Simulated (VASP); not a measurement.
# HfN (Fm-3m) in VASP: vibrations by perturbation theory with PBE

Aim: the vibrations by perturbation theory of HfN with PBE.

Everything below comes from runs of VASP 6.6.1. Logs are shortened: lines on timing, memory, paths and dates and some standing lists are left out, and cuts for length are marked.

**1. The cell of the first run**

The structure is cubic, space group Fm-3m (No. 225). The conventional cell has a = 4.543 Å, b = 4.543 Å, c = 4.543 Å, α = 90.00°, β = 90.00°, γ = 90.00°. Hf (site symmetry m-3m) has 6 N at 2.27 Å within 3.0 Å. Within 3.0 Å of N (site symmetry m-3m) lie 6 Hf at 2.27 Å.

**2. Vibrations by perturbation theory, PBE**

The input, INCAR:

```
ALGO = Normal ; EDIFF = 1E-8
ENCUT = 520 ; GGA = PE
IBRION = 8 ; ISIF = 2
ISMEAR = -1 ; LASPH = True
LCHARG = False ; LREAL = False
LWAVE = False ; NELM = 80
NSW = 1 ; PREC = Accurate
SIGMA = 0.15
```

The input, KPOINTS:

```
k-points
0
Gamma
  16 16 16
```

The input, POSCAR:

```
HfN
1.0
    0.0000000000      2.2715486632      2.2715486632
    2.2715486632      0.0000000000      2.2715486632
    2.2715486632      2.2715486632      0.0000000000
Hf N
1 1
Direct
    0.0000000000      0.0000000000      0.0000000000
    0.5000000000      0.5000000000      0.5000000000
```

Potentials or basis: VASP PAW PBE potentials, release 64 (Hf_pv, N).

The run is started by

```sh
cat potpaw_PBE.64/Hf_pv/POTCAR potpaw_PBE.64/N/POTCAR > POTCAR
mpirun -np 1 vasp_std > vasp.out
```

OUTCAR:

```text
EDIFF = 1E-8
   ENCUT = 520
   GGA = PE
   IBRION = 8
   ISIF = 2
   ISMEAR = -1
   LASPH = True
   LREAL = False
   NELM = 80
   NSW = 1
   PREC = Accurate

 ion  position               nearest neighbor table
   1  0.000  0.000  0.000-   2 2.27   2 2.27   2 2.27   2 2.27   2 2.27   2 2.27
   2  0.500  0.500  0.500-   1 2.27   1 2.27   1 2.27   1 2.27   1 2.27   1 2.27

  LATTYP: Found a face centered cubic cell.
 ALAT       =     4.5430973264

  Lattice vectors:

 A1 = (   0.0000000000,   2.2715486632,   2.2715486632)
 A2 = (   2.2715486632,   0.0000000000,   2.2715486632)
 A3 = (   2.2715486632,   2.2715486632,   0.0000000000)

Analysis of symmetry for initial positions (statically):
=====================================================================
 Subroutine PRICEL returns:
 Original cell was already a primitive cell.

 Routine SETGRP: Setting up the symmetry group for a
 face centered cubic supercell.

 Subroutine GETGRP returns: Found 48 space group operations
 (whereof 48 operations were pure point group operations)
 out of a pool of 48 trial point group operations.

The static configuration has the point symmetry O_h .

Analysis of symmetry for dynamics (positions and initial velocities):
=====================================================================
 Subroutine PRICEL returns:
 Original cell was already a primitive cell.

 Routine SETGRP: Setting up the symmetry group for a
 face centered cubic supercell.

 Subroutine GETGRP returns: Found 48 space group operations
 (whereof 48 operations were pure point group operations)
 out of a pool of 48 trial point group operations.

The dynamic configuration has the point symmetry O_h .

 Subroutine INISYM returns: Found 48 space group operations
 (whereof 48 operations are pure point group operations),
 and found     1 'primitive' translations

----------------------------------------------------------------------------------------

[... 495 lines left out ...]

 VOLUME and BASIS-vectors are now :
 -----------------------------------------------------------------------------
  energy-cutoff  :      520.00
  volume of cell :       23.44
      direct lattice vectors                 reciprocal lattice vectors
     0.000000000  2.271548663  2.271548663    -0.220114149  0.220114149  0.220114149
     2.271548663  0.000000000  2.271548663     0.220114149 -0.220114149  0.220114149
     2.271548663  2.271548663  0.000000000     0.220114149  0.220114149 -0.220114149

 POSITION                                       TOTAL-FORCE (eV/Angst)
 -----------------------------------------------------------------------------------
      0.00000      0.00000      0.00000         0.000000      0.000000      0.000000
      2.27155      2.27155      2.27155        -0.000000      0.000000      0.000000
 -----------------------------------------------------------------------------------
    total drift:                                0.000000     -0.000000     -0.000000

  FREE ENERGIE OF THE ION-ELECTRON SYSTEM (eV)
  ---------------------------------------------------
  free  energy   TOTEN  =       -21.7799625823 eV

  energy  without entropy=      -21.7356131907  energy(sigma->0) =      -21.75778789

[... ionic steps 2 to 3 ...]

--------------------------------------- Ionic step        4  -------------------------------------------

------------------------ aborting loop because EDIFF is reached ----------------------------------------

[... ionic steps 5 to 6 ...]

--------------------------------------- Ionic step        7  -------------------------------------------

 Free energy of the ion-electron system (eV)
  ---------------------------------------------------
  ---------------------------------------------------
  free energy    TOTEN  =        -0.23361950 eV

  energy without entropy =       -0.23361950

------------------------ aborting loop because EDIFF is reached ----------------------------------------

 INTERNAL STRAIN TENSOR  FOR ION    2  DIRECTION 1   (eV/Angst):
 -----------------------------------------------------------------------------
    -0.01796 -0.00000 -0.00000
     0.00000  0.00741  0.00000
    -0.00000  0.00000  0.00741

 INTERNAL STRAIN TENSOR FOR ION    2 for displacements in x,y,z  (eV/Angst):
          X           Y           Z          XY          YZ          ZX
  --------------------------------------------------------------------------------
  x     0.00000     0.00000     0.00000     0.00000     0.00000     0.00000
  y     0.00000     0.00000     0.00000     0.00000     0.00000     0.00000
  z     0.00000     0.00000     0.00000     0.00000     0.00000     0.00000

 SECOND DERIVATIVES (NOT SYMMETRIZED)
 ------------------------------------
               1X          1Y          1Z          2X          2Y          2Z
  1X   -11.046869    0.000000    0.000000   11.046869    0.000000    0.000000
  1Y     0.000000  -11.046869    0.000000    0.000000   11.046869    0.000000
  1Z     0.000000    0.000000  -11.046869    0.000000    0.000000   11.046869
  2X    11.034158    0.000000    0.000000  -11.034158    0.000000    0.000000
  2Y     0.000000   11.034158    0.000000    0.000000  -11.034158    0.000000
  2Z     0.000000    0.000000   11.034158    0.000000    0.000000  -11.034158

 Eigenvectors and eigenvalues of the dynamical matrix
 ----------------------------------------------------

   1 f  =   14.413096 THz    90.560151 2PiTHz  480.769121 cm-1    59.607747 meV
             X         Y         Z           dx          dy          dz
      0.000000  0.000000  0.000000    -0.269840    0.000000    0.000000
      2.271549  2.271549  2.271549     0.962905    0.000000    0.000000
[... 21 lines left out ...]
   6 f/i=    0.002156 THz     0.013545 2PiTHz    0.071909 cm-1     0.008916 meV
             X         Y         Z           dx          dy          dz
      0.000000  0.000000  0.000000     0.000000    0.000000    0.962905
      2.271549  2.271549  2.271549     0.000000    0.000000    0.269840

--------------------------------------------------------------------------------------------------------

 ELASTIC MODULI CONTR FROM IONIC RELAXATION (kBar)
 Direction    XX          YY          ZZ          XY          YZ          ZX
 --------------------------------------------------------------------------------
 XX           0.0000      0.0000      0.0000      0.0000      0.0000      0.0000
 YY           0.0000      0.0000      0.0000      0.0000      0.0000      0.0000
 ZZ           0.0000      0.0000      0.0000      0.0000      0.0000      0.0000
 XY           0.0000      0.0000      0.0000      0.0000      0.0000      0.0000
 YZ           0.0000      0.0000      0.0000      0.0000      0.0000      0.0000
 ZX           0.0000      0.0000      0.0000      0.0000      0.0000      0.0000
 --------------------------------------------------------------------------------
```

stdout:

```text
POSCAR found type information on POSCAR HfN
 POSCAR found :  2 types and       2 ions
 scaLAPACK will be used
 LDA part: xc-table for (Slater+PW92), standard interpolation
 POSCAR, INCAR and KPOINTS ok, starting setup
 FFT: planning ... GRIDC
 FFT: planning ... GRID_SOFT
 FFT: planning ... GRID
 WAVECAR not read
 entering main loop
 Linear response reoptimize wavefunctions to high precision
 Linear response DOF=           2
 Linear response progress:
 first order change of Fermi-energy   0.15555E-03
 force on displaced ion       1 direction 1 : -11.047   0.000   0.000
 Linear response progress:
 first order change of Fermi-energy   0.75943E-04
 force on displaced ion       2 direction 1 : -11.034   0.000   0.000
 Linear response finished
```

Run time: 6.8 min. Hardware: 1 thread of Intel Xeon 8259CL, shared host; peak memory 0.37 GiB.

Results:

```yaml
Highest_phonon_frequency_at_Γ: 481 cm⁻¹
```

Phonon frequencies in cm⁻¹ (negative: imaginary):
```
              q point        frequencies
(0.000, 0.000, 0.000)  0 0 0 481 481 481
```

Caveat: the cell stands under pressure or tension, which shifts response properties; spin-orbit coupling is left out, which moves the levels of the heavy elements.
